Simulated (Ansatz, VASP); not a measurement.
GaN: VASP beside Ansatz

POSCAR

```
GaN
1.0
    0.0000000000      2.2826868317      2.2826868317
    2.2826868317      0.0000000000      2.2826868317
    2.2826868317      2.2826868317      0.0000000000
Ga N
1 1
Direct
    0.0000000000      0.0000000000      0.0000000000
    0.2500000000      0.2500000000      0.2500000000
```

INCAR.step1

```
PREC = Accurate
ENCUT = 910
ISMEAR = 0
SIGMA = 0.01
LREAL = F
LASPH = T
NELM = 120
NBANDS = 16
GGA = PE
ALGO = Normal
EDIFF = 1E-5
LWAVE = T
LCHARG = F
GGA_COMPAT = F
```

The input INCAR.step2:

```
PREC = Accurate
ENCUT = 910
EDIFF = 1E-6
ISMEAR = 0
SIGMA = 0.01
LREAL = F
LASPH = T
NELM = 120
ALGO = Normal
ISIF = 2
LWAVE = F
LCHARG = F
METAGGA = R2SCAN
LMIXTAU = T
NBANDS = 16
ISTART = 1
GGA_COMPAT = F
```

The input KPOINTS:

```
regular mesh
0
Gamma
  10 10 10
```

Input for Ansatz:

```yaml
crystal:
  lattice:
    - [0.0, 2.2826868317, 2.2826868317]
    - [2.2826868317, 0.0, 2.2826868317]
    - [2.2826868317, 2.2826868317, 0.0]
  atoms:
    - { symbol: Ga, position: [0.0, 0.0, 0.0] }
    - { symbol: "N", position: [0.25, 0.25, 0.25] }
kpoints:
  mp_grid: { grid: [10, 10, 10] }
  band_path:
    path:
      - [0.0, 0.0, 0.0]
      - [-0.5, -0.5, 0.0]
      - [-0.375, -0.375, 0.25]
      - [-0.375, 0.0, 0.375]
      - [0.0, 0.0, 0.5]
      - [-0.5, -0.25, 0.25]
    npoints: 1
hamiltonian:
  xc: r2scan
scf:
  occupations: { method: fixed }
  n_extra_bands: 4
output:
  forces: true
  stress: true
  eigenvalues: true
```

Change from the starting cell: hydrostatic strain +1.5%.

Alike in both runs: task single point; functional r2SCAN; k mesh 10 × 10 × 10; no spin polarisation.

|  | VASP | Ansatz |
| --- | --- | --- |
| version | VASP 6.6.1 | Ansatz 0.2.0 |
| potentials or method | VASP PAW PBE potentials, release 64 (Ga_d, N_h) | plane waves, PAW |
| plane-wave cutoff (eV) | 910 | 500 |
| occupations | gaussian, width 0.01 eV | fixed |
| valence electrons in the cell | 18 | 18 |

Ansatz gave:

* gap on the k mesh at the Fermi level (eV): 1.87

Task: Estimate VASP's values.

Result: gap on the k mesh at the Fermi level (eV): 1.86.

VASP's potentials were made for PBE, not for r2SCAN.

Noted on VASP's run: the cutoff is short for stress, so the pressure is rough.
